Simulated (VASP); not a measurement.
A run of VASP 6.6.1 is set up as follows.

INCAR

```
SYSTEM = KBr
PREC = Accurate ; ENCUT = 520
EDIFF = 1E-6 ; ISMEAR = 0
SIGMA = 0.02 ; LREAL = .FALSE.
LASPH = .TRUE. ; NELM = 80
ALGO = Normal ; ISIF = 2
LWAVE = .FALSE. ; LCHARG = .TRUE.
GGA = PE ; LELF = .TRUE.
LVHAR = .TRUE. ; NBANDS = 15
```

File KPOINTS:

```
regular mesh
0
G
  6 6 6
  0 0 0
```

Contents of POSCAR:

```
KBr
1.0
    0.0000000000      3.3186816615      3.3186816615
    3.3186816615      0.0000000000      3.3186816615
    3.3186816615      3.3186816615      0.0000000000
K Br
1 1
Direct
    0.5000000000      0.5000000000      0.5000000000
    0.0000000000      0.0000000000      0.0000000000
```

Potentials or basis: VASP PAW PBE potentials, release 64 (K_sv, Br).

Launch:

```console
$ cat potpaw_PBE.64/K_sv/POTCAR potpaw_PBE.64/Br/POTCAR > POTCAR
$ mpirun -np 1 vasp_std > vasp.out
```

(1) What does it give for the band gap on the k mesh?

(2) What does it give for the pressure?

Results:

(1) 4.39 eV.

(2) 0.5 GPa.
